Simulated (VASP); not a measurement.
# PbF2 (Fluorocronite) (Fm-3m) in VASP: further runs

PbF2 (Fluorocronite) is run at these levels: LDA; tasks: single point.

Everything below comes from runs of VASP 6.6.1. Logs are shortened: lines on timing, memory, paths and dates and some standing lists are left out, and cuts for length are marked.

## (1) The cell of the first run

The structure is cubic, space group Fm-3m (No. 225). The conventional cell has a = 5.847 Å, b = 5.847 Å, c = 5.847 Å, α = 90.00°, β = 90.00°, γ = 90.00°. Pb (site symmetry m-3m) has 8 F at 2.53 Å within 3.3 Å. F (site symmetry -43m) has 4 Pb at 2.53 Å and 6 F at 2.92 Å within 3.3 Å.

## (2) Single point, LDA

Input file INCAR:

```
  PREC = Accurate
  ENCUT = 600
  EDIFF = 1E-6
  ISMEAR = -1
  SIGMA = 0.05
  LREAL = F
  LASPH = T
  NELM = 120
  ALGO = Normal
  ISIF = 2
  LWAVE = F
  LCHARG = F
  GGA = CA
  NBANDS = 21
  GGA_COMPAT = F
```

Input file KPOINTS:

```
regular mesh
0
Gamma
  8 8 8
```

Input file POSCAR:

```
PbF2
1.0
    0.0000000000      2.9236056305      2.9236056305
    2.9236056305      0.0000000000      2.9236056305
    2.9236056305      2.9236056305      0.0000000000
Pb F
1 2
Direct
    0.0000000000      0.0000000000      0.0000000000
    0.7500000000      0.7500000000      0.7500000000
    0.2500000000      0.2500000000      0.2500000000
```

Potentials or basis: VASP PAW LDA potentials, release 64 (Pb_d, F).

Launch:

```
$ cat potpaw_LDA.64/Pb_d/POTCAR potpaw_LDA.64/F/POTCAR > POTCAR
$ mpirun -np 1 vasp_std > vasp.out
```

OUTCAR:

```text
PREC = Accurate
   ENCUT = 600
   EDIFF = 1E-6
   ISMEAR = -1
   LREAL = F
   LASPH = T
   NELM = 120
   ISIF = 2
   GGA = CA

 ion  position               nearest neighbor table
   1  0.000  0.000  0.000-   2 2.53   2 2.53   2 2.53   2 2.53   3 2.53   3 2.53   3 2.53   3 2.53

   2  0.750  0.750  0.750-   1 2.53   1 2.53   1 2.53   1 2.53
   3  0.250  0.250  0.250-   1 2.53   1 2.53   1 2.53   1 2.53

  LATTYP: Found a face centered cubic cell.
 ALAT       =     5.8472112610

  Lattice vectors:

 A1 = (   0.0000000000,   2.9236056305,   2.9236056305)
 A2 = (   2.9236056305,   0.0000000000,   2.9236056305)
 A3 = (   2.9236056305,   2.9236056305,   0.0000000000)

Analysis of symmetry for initial positions (statically):
=====================================================================
 Subroutine PRICEL returns:
 Original cell was already a primitive cell.

 Routine SETGRP: Setting up the symmetry group for a
 face centered cubic supercell.

 Subroutine GETGRP returns: Found 48 space group operations
 (whereof 48 operations were pure point group operations)
 out of a pool of 48 trial point group operations.

The static configuration has the point symmetry O_h .

Analysis of symmetry for dynamics (positions and initial velocities):
=====================================================================
 Subroutine PRICEL returns:
 Original cell was already a primitive cell.

 Routine SETGRP: Setting up the symmetry group for a
 face centered cubic supercell.

 Subroutine GETGRP returns: Found 48 space group operations
 (whereof 48 operations were pure point group operations)
 out of a pool of 48 trial point group operations.

The dynamic configuration has the point symmetry O_h .

 Subroutine INISYM returns: Found 48 space group operations
 (whereof 48 operations are pure point group operations),
 and found     1 'primitive' translations

----------------------------------------------------------------------------------------

                                     Primitive cell

  volume of cell :      49.9789

  direct lattice vectors                    reciprocal lattice vectors
     0.000000000  2.923605630  2.923605630    -0.171021698  0.171021698  0.171021698
     2.923605630  0.000000000  2.923605630     0.171021698 -0.171021698  0.171021698
     2.923605630  2.923605630  0.000000000     0.171021698  0.171021698 -0.171021698

  length of vectors
     4.134602734  4.134602734  4.134602734     0.296218271  0.296218271  0.296218271

  position of ions in fractional coordinates (direct lattice)
     0.000000000  0.000000000  0.000000000
     0.750000000  0.750000000  0.750000000
     0.250000000  0.250000000  0.250000000

  ion indices of the primitive-cell ions
   primitive index   ion index
                 1           1
                 2           2
                 3           3

----------------------------------------------------------------------------------------

 KPOINTS: regular mesh

Automatic generation of k-mesh.
 Grid dimensions read from file:
 generate k-points for:    8    8    8

 Generating k-lattice:

  Cartesian coordinates                     Fractional coordinates (reciprocal lattice)
    -0.021377712  0.021377712  0.021377712     0.125000000  0.000000000  0.000000000
     0.021377712 -0.021377712  0.021377712     0.000000000  0.125000000  0.000000000
     0.021377712  0.021377712 -0.021377712     0.000000000  0.000000000  0.125000000

  Length of vectors
     0.037027284  0.037027284  0.037027284

  Shift w.r.t. Gamma in fractional coordinates (k-lattice)
     0.000000000  0.000000000  0.000000000

 Subroutine IBZKPT returns following result:
 ===========================================

 Found     29 irreducible k-points:

 Following reciprocal coordinates:
            Coordinates               Weight
  0.000000  0.000000  0.000000      1.000000
  0.125000  0.000000  0.000000      8.000000
  0.250000  0.000000  0.000000      8.000000
  0.375000  0.000000  0.000000      8.000000
  0.500000  0.000000  0.000000      4.000000
  0.125000  0.125000  0.000000      6.000000
[... 16 lines left out ...]
  0.500000  0.250000  0.125000     48.000000
 -0.375000  0.250000  0.125000     24.000000
 [... further k-points ...]
   k-points           NKPTS =     29   k-points in BZ     NKDIM =     29   number of bands    NBANDS=     21
   number of dos      NEDOS =    301   number of ions     NIONS =      3
   total plane-waves  NPLWV =  46656
   dimension x,y,z NGX =    36 NGY =   36 NGZ =   36
   dimension x,y,z NGXF=    72 NGYF=   72 NGZF=   72
   ions per type =               1   2
   NGX,Y,Z   is equivalent  to a cutoff of  14.48, 14.48, 14.48 a.u.
   NGXF,Y,Z  is equivalent  to a cutoff of  28.95, 28.95, 28.95 a.u.
 SYSTEM =  unknown system
   PREC   = accura    normal or accurate (medium, high low for compatibility)
   ISTART =      0    job   : 0-new  1-cont  2-samecut
   ICHARG =      2    charge: 1-file 2-atom 10-const
   ISPIN  =      1    spin polarized calculation?
   LNONCOLLINEAR =      F non collinear calculations
   LSORBIT =      F    spin-orbit coupling
   LASPH  =      T    aspherical Exc in radial PAW
   ENCUT  =  600.0 eV  44.10 Ry    6.64 a.u.   8.26  8.26  8.26*2*pi/ulx,y,z
   NELM   =    120;   NELMIN=  2; NELMDL= -5     # of ELM steps
   EDIFF  = 0.1E-05   stopping-criterion for ELM
   LREAL  =      F    real-space projection
[... 7 lines left out ...]
   TEBEG  =    0.0;   TEEND  =   0.0 temperature during run
   PSTRESS=    0.0 pullay stress
   NELECT =      28.0000    total number of electrons
   NUPDOWN=      -1.0000    fix difference up-down
   EMIN   =  10.00;   EMAX   =-10.00  energy-range for DOS
   EFERMI =   0.00;   METHOD = LEGACY
   ISMEAR =    -1;   SIGMA  =   0.05  broadening in eV -4-tet -1-fermi 0-gaus
   EFERMI_NEDOS =   21; number of points for ismear=-14 and -15
   IALGO  =     38    algorithm
   IMIX   =      4    mixing-type and parameters
     AMIX     =   0.40;   BMIX     =  1.00
     AMIX_MAG =   1.60;   BMIX_MAG =  1.00
  volume/ion in A,a.u.               =      16.66       112.42
  Fermi-wavevector in a.u.,A,eV,Ry     =   1.349580  2.550337 24.781201  1.821367
  Thomas-Fermi vector in A             =   2.477155
   LORBIT       =      0    0 simple, 1 ext, 2 COOP (PROOUT), +10 PAW based schemes
   GGA     = CA    functional components
   LHFCALC =     F    Hartree Fock is set to
   AEXX    =    0.0000 exact exchange contribution
   IVDW    =     0    specifies the selected vdW correction
   LEPSILON=     F    determine dielectric tensor
   LRPA    =     F    only Hartree local field effects (RPA)
 non-spin polarized calculation
  energy-cutoff  :      600.00
  volume of cell :       49.98
 maximum number of plane-waves:      1700
 NGX is ok and might be reduce to    36
   NGX = 17   NGY = 17   NGZ = 17

 number of electron      28.0000007 magnetization

 Free energy of the ion-electron system (eV)
  ---------------------------------------------------
  ext. energy  EPLUGINS =         0.00000000
  ---------------------------------------------------
  free energy    TOTEN  =       -15.95551028 eV

  energy without entropy =      -15.95551028  energy(sigma->0) =      -15.95551028

 E-fermi :   3.1946     XC(G=0): -10.2696

 val. band max:        2.0271841633   @ k =  -0.2500   0.5000   0.2500
 cond. band min:       6.2376905056   @ k =   0.5000   0.5000   0.0000
 fundamental gap:      4.2105063423
 Fermi energy:         3.1945580182

 k-point     1 :       0.0000    0.0000    0.0000
  band No.  band energies     occupation
      1     -19.0330      2.00000
      2     -18.2806      2.00000
      3     -12.3759      2.00000
      4     -12.3759      2.00000
      5     -12.3759      2.00000
      6     -12.2818      2.00000
[... 13 lines left out ...]
     20      16.9366      0.00000
     21      19.4891      0.00000

 k-point     2 :       0.1250    0.0000    0.0000
  band No.  band energies     occupation
      1     -18.9965      2.00000
      2     -18.3146      2.00000
      3     -12.3678      2.00000
      4     -12.3678      2.00000
      5     -12.3343      2.00000
      6     -12.2820      2.00000
[... 13 lines left out ...]
     20      16.5049      0.00000
     21      18.7998      0.00000

 k-point     3 :       0.2500    0.0000    0.0000
  band No.  band energies     occupation
      1     -18.9005      2.00000
      2     -18.4015      2.00000
      3     -12.3532      2.00000
      4     -12.3532      2.00000
      5     -12.2772      2.00000
      6     -12.2772      2.00000
[... 13 lines left out ...]
     20      15.9218      0.00000
     21      17.5768      0.00000

 k-point     4 :       0.3750    0.0000    0.0000
  band No.  band energies     occupation
      1     -18.7782      2.00000
      2     -18.5110      2.00000
      3     -12.3473      2.00000
      4     -12.3473      2.00000
      5     -12.2634      2.00000
      6     -12.2634      2.00000
[... 13 lines left out ...]
     20      15.5941      0.00000
     21      16.6036      0.00000

 k-point     5 :       0.5000    0.0000    0.0000
  band No.  band energies     occupation
      1     -18.6887      2.00000
      2     -18.5939      2.00000
      3     -12.3471      2.00000
      4     -12.3471      2.00000
      5     -12.2554      2.00000
      6     -12.2554      2.00000
[... 13 lines left out ...]
     20      15.5028      0.00000
     21      16.2511      0.00000

 k-point     6 :       0.1250    0.1250    0.0000
  band No.  band energies     occupation
      1     -18.9849      2.00000
      2     -18.3250      2.00000
      3     -12.3601      2.00000
      4     -12.3601      2.00000
      5     -12.3291      2.00000
      6     -12.2880      2.00000
[... 13 lines left out ...]
     20      17.0724      0.00000
     21      18.9064      0.00000

 k-point     7 :       0.2500    0.1250    0.0000
  band No.  band energies     occupation
      1     -18.9107      2.00000
      2     -18.3914      2.00000
      3     -12.3435      2.00000
      4     -12.3433      2.00000
      5     -12.2910      2.00000
      6     -12.2715      2.00000
[... 13 lines left out ...]
     20      16.7746      0.00000
     21      18.4365      0.00000
[... 291 lines left out ...]
      1     -18.6512      2.00000
      2     -18.6093      2.00000
      3     -12.3156      2.00000
      4     -12.2786      2.00000
      5     -12.2662      2.00000
      6     -12.2099      2.00000
[... 13 lines left out ...]
     20      17.4199      0.00000
     21      18.5290      0.00000

 k-point    21 :       0.5000    0.5000    0.0000
  band No.  band energies     occupation
      1     -18.6895      2.00000
      2     -18.5681      2.00000
      3     -12.3301      2.00000
      4     -12.2640      2.00000
      5     -12.2640      2.00000
      6     -12.2519      2.00000
[... 13 lines left out ...]
     20      18.3603      0.00000
     21      19.1151      0.00000

 k-point    22 :       0.3750    0.2500    0.1250
  band No.  band energies     occupation
      1     -18.8322      2.00000
      2     -18.4589      2.00000
      3     -12.3257      2.00000
      4     -12.3203      2.00000
      5     -12.2929      2.00000
      6     -12.2596      2.00000
[... 13 lines left out ...]
     20      17.2790      0.00000
     21      18.1381      0.00000

 k-point    23 :       0.5000    0.2500    0.1250
  band No.  band energies     occupation
      1     -18.7344      2.00000
      2     -18.5429      2.00000
      3     -12.3145      2.00000
      4     -12.3131      2.00000
      5     -12.2758      2.00000
      6     -12.2395      2.00000
[... 13 lines left out ...]
     20      17.8701      0.00000
     21      18.3487      0.00000

 k-point    24 :      -0.3750    0.2500    0.1250
  band No.  band energies     occupation
      1     -18.6591      2.00000
      2     -18.6117      2.00000
      3     -12.3133      2.00000
      4     -12.3129      2.00000
      5     -12.2614      2.00000
      6     -12.2307      2.00000
[... 13 lines left out ...]
     20      18.1257      0.00000
     21      18.4186      0.00000

 [... further k-points ...]
[... 5 lines left out ...]
  --------------------------------------------------------------------------------------
  -------------------------------------------------------------------------------------
  Total       -0.5002226     -0.5002226     -0.5002226      0.0000000      0.0000000     -0.0000000
  in kB      -16.0356864    -16.0356864    -16.0356864      0.0000000      0.0000000     -0.0000000
  external PRESSURE =     -16.0356864 kB  Pullay stress =       0.0000000 kB

 VOLUME and BASIS-vectors are now :
 -----------------------------------------------------------------------------
  energy-cutoff  :      600.00
  volume of cell :       49.98
      direct lattice vectors                 reciprocal lattice vectors
     0.000000000  2.923605630  2.923605630    -0.171021698  0.171021698  0.171021698
     2.923605630  0.000000000  2.923605630     0.171021698 -0.171021698  0.171021698
     2.923605630  2.923605630  0.000000000     0.171021698  0.171021698 -0.171021698

 POSITION                                       TOTAL-FORCE (eV/Angst)
 -----------------------------------------------------------------------------------
      0.00000      0.00000      0.00000         0.000000     -0.000000      0.000000
      4.38541      4.38541      4.38541        -0.000000     -0.000000     -0.000000
      1.46180      1.46180      1.46180         0.000000      0.000000     -0.000000
 -----------------------------------------------------------------------------------
    total drift:                                0.000000      0.000000      0.000000

  FREE ENERGIE OF THE ION-ELECTRON SYSTEM (eV)
  ---------------------------------------------------
  free  energy   TOTEN  =       -15.9555102832 eV

  energy  without entropy=      -15.9555102831  energy(sigma->0) =      -15.95551028
```

Wall time 51 s (1 thread of Intel Xeon 8259CL, shared host); peak memory 0.19 GiB.

Results:

| Item | Value |
| --- | --- |
| Free energy | -15.9555 eV |
| Pressure | -1.6 GPa |
| Band gap on the k mesh | 4.21 eV, indirect (least direct gap 4.37 eV) |

Caveat: spin-orbit coupling is left out, which moves the levels of the heavy elements. Expect the measured gap to be larger: semilocal functionals such as LDA lack the derivative discontinuity.

## (3) Single point, LDA (volume scaled by 0.98)

Input file INCAR:

```
SYSTEM = PbF2
PREC = Accurate ; ENCUT = 600
EDIFF = 1E-6 ; ISMEAR = -1
SIGMA = 0.05 ; LREAL = .FALSE.
LASPH = .TRUE. ; NELM = 120
ALGO = Normal ; ISIF = 2
LWAVE = .FALSE. ; LCHARG = .FALSE.
NBANDS = 21 ; GGA_COMPAT = .FALSE.
```

Input file KPOINTS:

```
Automatic mesh
0
G
  8 8 8
  0 0 0
```

Input file POSCAR:

```
PbF2
1.0
    0.0000000000      2.9437690651      2.9437690651
    2.9437690651      0.0000000000      2.9437690651
    2.9437690651      2.9437690651      0.0000000000
Pb F
1 2
Direct
    0.0000000000      0.0000000000      0.0000000000
    0.7500000000      0.7500000000      0.7500000000
    0.2500000000      0.2500000000      0.2500000000
```

Potentials or basis: VASP PAW LDA potentials, release 64 (Pb_d, F).

Launch:

```
$ cat potpaw_LDA.64/Pb_d/POTCAR potpaw_LDA.64/F/POTCAR > POTCAR
$ mpirun -np 1 vasp_std > vasp.out
```

Run time: 58 s. Hardware: 1 thread of Intel Xeon 8259CL, shared host; peak memory 0.18 GiB.

Results (log left out):

| Property | Result |
| --- | --- |
| Free energy | -15.9422 eV |
| Pressure | -3.2 GPa |
| Band gap on the k mesh | 4.22 eV, indirect (least direct gap 4.38 eV) |

Levels at points of the mesh, in eV from the valence-band top:
| k point | band 12 | band 13 | band 14 | band 15 | band 16 | band 17 |
| --- | --- | --- | --- | --- | --- | --- |
| (0.00, 0.00, 0.00) | -2.13 | -2.13 | -2.13 | 6.59 | 6.59 | 6.59 |
| (0.50, 0.00, 0.00) | -2.30 | -2.30 | -0.04 | 4.81 | 7.56 | 7.56 |
| (0.50, 0.50, 0.00) | -1.68 | -1.68 | -0.16 | 4.22 | 7.81 | 7.81 |

Caveat: spin-orbit coupling is left out, which moves the levels of the heavy elements.

(Part 1 of 2 ends here.)
